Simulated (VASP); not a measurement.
# BaS in VASP: notebook

Runs on BaS. Level: PBEsol. Tasks: single point.

All numbers are computed with VASP 6.6.1; they aren't measurements. Logs are shortened: lines on timing, memory, paths and dates and some standing lists are left out, and cuts for length are marked.

## Step 1: The cell of the first run

The cell holds a wire or tube with vacuum around it, 2 atoms: a = 11.600 Å, b = 9.300 Å, c = 3.021 Å, α = 90.00°, β = 90.00°, γ = 90.00°.

## Step 2: Single point, PBEsol, collinear spin

Contents of INCAR:

```
PREC = Accurate
ENCUT = 520
EDIFF = 1E-6
ISMEAR = 0
SIGMA = 0.05
LREAL = False
LASPH = True
NELM = 150
ALGO = Normal
ISIF = 2
LWAVE = False
LCHARG = False
ISPIN = 2
MAGMOM = 0.5 0.5
LORBIT = 11
GGA = PS
NBANDS = 19
```

Contents of KPOINTS:

```
regular mesh
0
Gamma
  1 1 21
```

Contents of POSCAR:

```
BaS
1.0
   11.6000000000      0.0000000000      0.0000000000
    0.0000000000      9.3000000000      0.0000000000
    0.0000000000      0.0000000000      3.0206509376
Ba S
1 1
Direct
    0.3894524299      0.5000000000      0.0000000000
    0.6105475701      0.5000000000      0.5000000000
```

Potentials or basis: VASP PAW PBE potentials, release 64 (Ba_sv, S).

The run is started by

```
> cat potpaw_PBE.64/Ba_sv/POTCAR potpaw_PBE.64/S/POTCAR > POTCAR
> mpirun -np 1 vasp_std > vasp.out
```

OUTCAR:

```text
PREC = Accurate
   ENCUT = 520
   EDIFF = 1E-6
   ISMEAR = 0
   LREAL = False
   LASPH = True
   NELM = 150
   ISIF = 2
   ISPIN = 2
   LORBIT = 11
   GGA = PS

 ion  position               nearest neighbor table
   1  0.389  0.500  0.000-   2 2.98   2 2.98
   2  0.611  0.500  0.500-   1 2.98   1 2.98

  LATTYP: Found a simple orthorhombic cell.
 ALAT       =     3.0206509376
 B/A-ratio  =     3.0788065858
 C/A-ratio  =     3.8402318704

  Lattice vectors:

 A1 = (   0.0000000000,   0.0000000000,  -3.0206509376)
 A2 = (   0.0000000000,   9.3000000000,   0.0000000000)
 A3 = (  11.6000000000,   0.0000000000,   0.0000000000)

Analysis of symmetry for initial positions (statically):
=====================================================================
 Subroutine PRICEL returns:
 Original cell was already a primitive cell.

 Routine SETGRP: Setting up the symmetry group for a
 simple orthorhombic supercell.

 Subroutine GETGRP returns: Found  4 space group operations
 (whereof  4 operations were pure point group operations)
 out of a pool of  8 trial point group operations.

The static configuration has the point symmetry C_2v.

Analysis of symmetry for dynamics (positions and initial velocities):
=====================================================================
 Subroutine PRICEL returns:
 Original cell was already a primitive cell.

 Routine SETGRP: Setting up the symmetry group for a
 simple orthorhombic supercell.

 Subroutine GETGRP returns: Found  4 space group operations
 (whereof  4 operations were pure point group operations)
 out of a pool of  8 trial point group operations.

The dynamic configuration has the point symmetry C_2v.

Analysis of structural, dynamic, and magnetic symmetry:
=====================================================================
 Subroutine PRICEL returns:
 Original cell was already a primitive cell.

 Routine SETGRP: Setting up the symmetry group for a
 simple orthorhombic supercell.

 Subroutine GETGRP returns: Found  4 space group operations
 (whereof  4 operations were pure point group operations)
 out of a pool of  8 trial point group operations.

The overall configuration has the point symmetry C_2v.

 Subroutine INISYM returns: Found  4 space group operations
 (whereof  4 operations are pure point group operations),
 and found     1 'primitive' translations

----------------------------------------------------------------------------------------

                                     Primitive cell

  volume of cell :     325.8678

  direct lattice vectors                    reciprocal lattice vectors
    11.600000000  0.000000000  0.000000000     0.086206897  0.000000000  0.000000000
     0.000000000  9.300000000  0.000000000     0.000000000  0.107526882  0.000000000
     0.000000000  0.000000000  3.020650938     0.000000000  0.000000000  0.331054472

  length of vectors
    11.600000000  9.300000000  3.020650938     0.086206897  0.107526882  0.331054472

  position of ions in fractional coordinates (direct lattice)
     0.389452430  0.500000000  0.000000000
     0.610547570  0.500000000  0.500000000

  ion indices of the primitive-cell ions
   primitive index   ion index
                 1           1
                 2           2

----------------------------------------------------------------------------------------

 KPOINTS: regular mesh

Automatic generation of k-mesh.
 Grid dimensions read from file:
 generate k-points for:    1    1   21

 Generating k-lattice:

  Cartesian coordinates                     Fractional coordinates (reciprocal lattice)
     0.086206897  0.000000000  0.000000000     1.000000000  0.000000000  0.000000000
     0.000000000  0.107526882  0.000000000     0.000000000  1.000000000  0.000000000
     0.000000000  0.000000000  0.015764499     0.000000000  0.000000000  0.047619048

  Length of vectors
     0.086206897  0.107526882  0.015764499

  Shift w.r.t. Gamma in fractional coordinates (k-lattice)
     0.000000000  0.000000000  0.000000000

 Subroutine IBZKPT returns following result:
 ===========================================

 Found     11 irreducible k-points:

 Following reciprocal coordinates:
            Coordinates               Weight
  0.000000  0.000000  0.000000      1.000000
  0.000000  0.000000  0.047619      2.000000
  0.000000  0.000000  0.095238      2.000000
  0.000000  0.000000  0.142857      2.000000
  0.000000  0.000000  0.190476      2.000000
  0.000000  0.000000  0.238095      2.000000
  0.000000  0.000000  0.285714      2.000000
  0.000000  0.000000  0.333333      2.000000
  0.000000  0.000000  0.380952      2.000000
  0.000000  0.000000  0.428571      2.000000
  0.000000  0.000000  0.476190      2.000000
   k-points           NKPTS =     11   k-points in BZ     NKDIM =     11   number of bands    NBANDS=     19
   number of dos      NEDOS =    301   number of ions     NIONS =      2
   total plane-waves  NPLWV = 151200
   dimension x,y,z NGX =    90 NGY =   70 NGZ =   24
   dimension x,y,z NGXF=   180 NGYF=  140 NGZF=   48
   ions per type =               1   1
   NGX,Y,Z   is equivalent  to a cutoff of  12.90, 12.51, 13.21 a.u.
   NGXF,Y,Z  is equivalent  to a cutoff of  25.80, 25.03, 26.42 a.u.
 SYSTEM =  unknown system
   PREC   = accura    normal or accurate (medium, high low for compatibility)
   ISTART =      0    job   : 0-new  1-cont  2-samecut
   ICHARG =      2    charge: 1-file 2-atom 10-const
   ISPIN  =      2    spin polarized calculation?
   LNONCOLLINEAR =      F non collinear calculations
   LSORBIT =      F    spin-orbit coupling
   LASPH  =      T    aspherical Exc in radial PAW
   ENCUT  =  520.0 eV  38.22 Ry    6.18 a.u.  21.57 17.29  5.62*2*pi/ulx,y,z
   NELM   =    150;   NELMIN=  2; NELMDL= -5     # of ELM steps
   EDIFF  = 0.1E-05   stopping-criterion for ELM
   LREAL  =      F    real-space projection
   EDIFFG = 0.1E-04   stopping-criterion for IOM
   NSW    =      0    number of steps for IOM
   IBRION =     -1    ionic relax: 0-MD 1-quasi-New 2-CG
   NFREE  =      0    steps in history (QN), initial steepest desc. (CG)
   ISIF   =      2    stress and relaxation
   ISYM   =      2    0-nonsym 1-usesym 2-fastsym
   POTIM  = 0.5000    time-step for ionic-motion
   TEBEG  =    0.0;   TEEND  =   0.0 temperature during run
   PSTRESS=    0.0 pullay stress
   NELECT =      16.0000    total number of electrons
   NUPDOWN=      -1.0000    fix difference up-down
   EMIN   =  10.00;   EMAX   =-10.00  energy-range for DOS
   EFERMI =   0.00;   METHOD = LEGACY
   ISMEAR =     0;   SIGMA  =   0.05  broadening in eV -4-tet -1-fermi 0-gaus
   EFERMI_NEDOS =   21; number of points for ismear=-14 and -15
   IALGO  =     38    algorithm
   IMIX   =      4    mixing-type and parameters
     AMIX     =   0.40;   BMIX     =  1.00
     AMIX_MAG =   1.60;   BMIX_MAG =  1.00
  volume/ion in A,a.u.               =     162.93      1099.53
  Fermi-wavevector in a.u.,A,eV,Ry     =   0.599470  1.132835  4.889453  0.359365
  Thomas-Fermi vector in A             =   1.650964
   LORBIT       =     11    0 simple, 1 ext, 2 COOP (PROOUT), +10 PAW based schemes
   GGA     = PS    functional components
   LHFCALC =     F    Hartree Fock is set to
   AEXX    =    0.0000 exact exchange contribution
   IVDW    =     0    specifies the selected vdW correction
   LEPSILON=     F    determine dielectric tensor
   LRPA    =     F    only Hartree local field effects (RPA)
 spin polarized calculation
 Gauss-broadening in eV      SIGMA  =   0.05
  energy-cutoff  :      520.00
  volume of cell :      325.87
 maximum number of plane-waves:      8843
 NGX is ok and might be reduce to    90
   NGX = 43   NGY = 35   NGZ = 11

 number of electron      15.9999999 magnetization       0.4779867

 Free energy of the ion-electron system (eV)
  ---------------------------------------------------
  ext. energy  EPLUGINS =         0.00000000
  ---------------------------------------------------
  free energy    TOTEN  =        -5.70465623 eV

  energy without entropy =       -5.70171741  energy(sigma->0) =       -5.70318682

 E-fermi :  -2.1607     XC(G=0):  -2.8994

 val. band max:       -2.1619927975   @ k =   0.0000   0.0000   0.4762
 cond. band min:      -2.1594525601   @ k =   0.0000   0.0000   0.4286
 fundamental gap:      0.0025402374
 Fermi energy:        -2.1606544212

 spin component 1

 k-point     1 :       0.0000    0.0000    0.0000
  band No.  band energies     occupation
      1     -31.6426      1.00000
      2     -16.9613      1.00000
      3     -16.8705      1.00000
      4     -14.3395      1.00000
      5     -13.6208      1.00000
      6      -4.3137      1.00000
[... 11 lines left out ...]
     18       3.1930      0.00000
     19       3.5387      0.00000
[... 199 lines left out ...]
 k-point    11 :       0.0000    0.0000    0.4762
  band No.  band energies     occupation
      1     -30.7871      1.00000
      2     -18.9169      1.00000
      3     -16.1048      1.00000
      4     -15.9056      1.00000
      5     -12.8104      1.00000
      6      -5.4831      1.00000
[... 11 lines left out ...]
     18       4.5877      0.00000
     19       4.9722      0.00000
 Fermi energy:        -2.1606544212

 spin component 2

 k-point     1 :       0.0000    0.0000    0.0000
  band No.  band energies     occupation
      1     -31.5247      1.00000
      2     -16.8831      1.00000
      3     -16.7073      1.00000
      4     -14.2167      1.00000
      5     -13.6554      1.00000
      6      -4.2740      1.00000
[... 11 lines left out ...]
     18       3.3913      0.00000
     19       3.6132      0.00000
[... 199 lines left out ...]
 k-point    11 :       0.0000    0.0000    0.4762
  band No.  band energies     occupation
      1     -30.7011      1.00000
      2     -18.6435      1.00000
      3     -15.9771      1.00000
      4     -15.8286      1.00000
      5     -12.8527      1.00000
      6      -5.5453      1.00000
[... 11 lines left out ...]
     18       4.9332      0.00000
     19       5.2348      0.00000

------------------------ aborting loop because EDIFF is reached ----------------------------------------

  FORCE on cell =-STRESS in cart. coord.  units (eV):
  Direction    XX          YY          ZZ          XY          YZ          ZX
  --------------------------------------------------------------------------------------
  -------------------------------------------------------------------------------------
  Total       -4.0363482     -0.0346915      3.8698279      0.0000000      0.0000000      0.0000000
  in kB      -19.8453026     -0.1705657     19.0265809      0.0000000      0.0000000      0.0000000
  external PRESSURE =      -0.3297625 kB  Pullay stress =       0.0000000 kB

 VOLUME and BASIS-vectors are now :
 -----------------------------------------------------------------------------
  energy-cutoff  :      520.00
  volume of cell :      325.87
      direct lattice vectors                 reciprocal lattice vectors
    11.600000000  0.000000000  0.000000000     0.086206897  0.000000000  0.000000000
     0.000000000  9.300000000  0.000000000     0.000000000  0.107526882  0.000000000
     0.000000000  0.000000000  3.020650938     0.000000000  0.000000000  0.331054472

 POSITION                                       TOTAL-FORCE (eV/Angst)
 -----------------------------------------------------------------------------------
      4.51765      4.65000      0.00000         1.477731      0.000000      0.000000
      7.08235      4.65000      1.51033        -1.477731      0.000000      0.000000
 -----------------------------------------------------------------------------------
    total drift:                               -0.000006      0.000000      0.000000

  FREE ENERGIE OF THE ION-ELECTRON SYSTEM (eV)
  ---------------------------------------------------
  free  energy   TOTEN  =        -5.7046562309 eV

  energy  without entropy=       -5.7017174089  energy(sigma->0) =       -5.70318682

 total charge

# of ion       s       p       d       tot
------------------------------------------
    1        2.028   5.508   0.640   8.176
    2        1.373   2.190   0.000   3.563
--------------------------------------------------
tot          3.401   7.698   0.640  11.739

 magnetization (x)

# of ion       s       p       d       tot
------------------------------------------
    1        0.024  -0.005   0.184   0.204
    2       -0.001  -0.032   0.000  -0.033
--------------------------------------------------
tot          0.024  -0.037   0.184   0.171
```

Run time: 3.6 min. Hardware: 1 thread of Intel Xeon Platinum 8488C (Sapphire Rapids), shared host; peak memory 0.54 GiB.

What came out:

* Free energy: -5.7047 eV
* Largest force: 1.478 eV/Å
* Net moment: 0.48 μB per cell
* Site moments: Ba +0.20; S -0.03 μB
* Valence electrons inside the program's atomic spheres: Ba 8.18; S 3.56

Forces on the atoms (eV/Å):
```
Ba   1.478  0.000  0.000
S   -1.478  0.000  0.000
```

Caveat: a moment this small can come from the mesh or the smearing; the PAW data sets were made with another functional, which shifts forces and pressure a little; spin-orbit coupling is left out, which moves the levels of the heavy elements.

## Step 3: Single point, PBEsol, collinear spin

This run uses another cell than the first one.

Edit INCAR of step 2 so:

```diff
@@ -2,3 +2,3 @@
 ENCUT = 520
-EDIFF = 1E-6
+EDIFF = 1E-7
 ISMEAR = 0
```

KPOINTS is that of step 2.

Contents of POSCAR:

```
BaS
1.0
   11.6000000000      0.0000000000      0.0000000000
    0.0000000000      9.3000000000      0.0000000000
    0.0000000000      0.0000000000      5.2128327720
Ba S
1 1
Direct
    0.4581768174      0.5000000000      0.0000000000
    0.5418231826      0.5000000000      0.5000000000
```

Potentials or basis: VASP PAW PBE potentials, release 64 (Ba_sv, S).

The run is started by

```
> cat potpaw_PBE.64/Ba_sv/POTCAR potpaw_PBE.64/S/POTCAR > POTCAR
> mpirun -np 1 vasp_std > vasp.out
```

Wall time 6.8 min (1 thread of Intel Xeon Platinum 8488C (Sapphire Rapids), shared host); peak memory 0.84 GiB.

The run converged. Its results:

```yaml
Free_energy: -7.9461 eV
Largest_force: 0.175 eV/Å
Band_gap_on_the_k_mesh: 1.77 eV (least direct gap 2.01 eV)
Net_moment: 0.00 μB per cell
Valence_electrons_inside_the_program's_atomic_spheres: Ba 7.98; S 3.72
```

Forces in eV/Å, atoms in the order of the input:
```
Ba  -0.175  0.000  0.000
S    0.175  0.000  0.000
```

Levels at points of the mesh, in eV from the valence-band top:
Spin up:
```csv
k point,band 5,band 6,band 7,band 8,band 9,band 10,band 11,band 12
"(0.00, 0.00, 0.00)",-9.88,-0.73,-0.34,-0.31,1.77,2.88,3.02,3.61
```
Spin down:
| k point | band 4 | band 5 | band 6 | band 7 | band 8 | band 9 | band 10 | band 11 | band 12 | band 13 |
| --- | --- | --- | --- | --- | --- | --- | --- | --- | --- | --- |
| (0.00, 0.00, 0.00) | -12.78 | -9.88 | -0.73 | -0.34 | -0.31 | 1.77 | 2.88 | 3.02 | 3.61 | 4.01 |

Caveat: the PAW data sets were made with another functional, which shifts forces and pressure a little; spin-orbit coupling is left out, which moves the levels of the heavy elements.
